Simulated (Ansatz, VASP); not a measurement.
## TiW3: VASP beside Ansatz

The input INCAR:

```
SYSTEM = TiW3
  ALGO = Fast
  EDIFF = 1E-6
  ENCUT = 520
  GGA = PE
  ISIF = 2
  ISMEAR = 0
  ISPIN = 2
  LASPH = .True.
  LCHARG = .True.
  LELF = .True.
  LMAXMIX = 4
  LORBIT = 11
  LREAL = .False.
  LVHAR = .True.
  LWAVE = .False.
  MAGMOM = 1 0 0 0
  NBANDS = 39
  NELM = 150
  PREC = Accurate
  SIGMA = 0.1
```

KPOINTS

```
k-points
0
Gamma
  6 6 2
  0 0 0
```

The input POSCAR:

```
TiW3
1.0
    2.8686844600      0.0000000000      0.0000000000
   -1.4343422300      2.4843536200      0.0000000000
    0.0000000000      0.0000000000      9.2959114700
Ti W
1 3
Direct
    0.3333333300      0.6666666700      0.5000000000
    0.3333333300      0.6666666700      0.0000000000
    0.6666666700      0.3333333300      0.2500000000
    0.6666666700      0.3333333300      0.7500000000
```

Input for Ansatz:

```yaml
crystal:
  lattice:
    - [2.86868446, 0.0, 0.0]
    - [-1.43434223, 2.48435362, 0.0]
    - [0.0, 0.0, 9.29591147]
  atoms:
    - { symbol: Ti, position: [0.33333333, 0.66666667, 0.5], spin: 1.0 }
    - { symbol: W, position: [0.33333333, 0.66666667, 0.0] }
    - { symbol: W, position: [0.66666667, 0.33333333, 0.25] }
    - { symbol: W, position: [0.66666667, 0.33333333, 0.75] }
basis:
  ecutwfc: 420
kpoints:
  mp_grid: { grid: [6, 6, 2] }
hamiltonian:
  xc: pbe
scf:
  occupations: { method: gaussian, width: 0.1 }
  lower_state_search: "off"
output:
  forces: true
  stress: true
  eigenvalues: true
  populations: true
magnetization:
  spin_polarized: true
```

Alike in both runs: task single point; functional PBE; k mesh 6 × 6 × 2; occupations gaussian, width 0.1 eV; collinear spin.

|  | VASP | Ansatz |
| --- | --- | --- |
| version | VASP 6.6.1 | Ansatz 0.2.0 |
| potentials or method | VASP PAW PBE potentials, release 64 (Ti_sv, W_sv), cutoff 520 eV | scalar-relativistic, plane waves, PAW |
| valence electrons in the cell | 54 | 54 |

|  | VASP | Ansatz | Ansatz less VASP |
| --- | --- | --- | --- |
| gap on the k mesh at the Fermi level (eV) | none | none | - |
| pressure (GPa) | 0.2 | 0.1 | -0.13 |
| traceless stress, the component that is largest in VASP (GPa) | 7.94 | 7.91 | -0.030 |
| rms of the force components (eV/Å) | 0.112 | 0.099 | -0.0139 |
| net moment per atom (μB) | 0.00 | 0.00 | 0.000 |

Atom by atom the forces differ by 0.014 eV/Å (rms over components). A gap of «none» marks a metal or a gap that the smearing closes. The functional is the same, so the differences come from potentials, cutoffs and numerics. Ansatz's warnings: seeded moment not kept.

The k mesh is coarse, so the values compare programs but aren't converged. Spin-orbit coupling is off throughout.
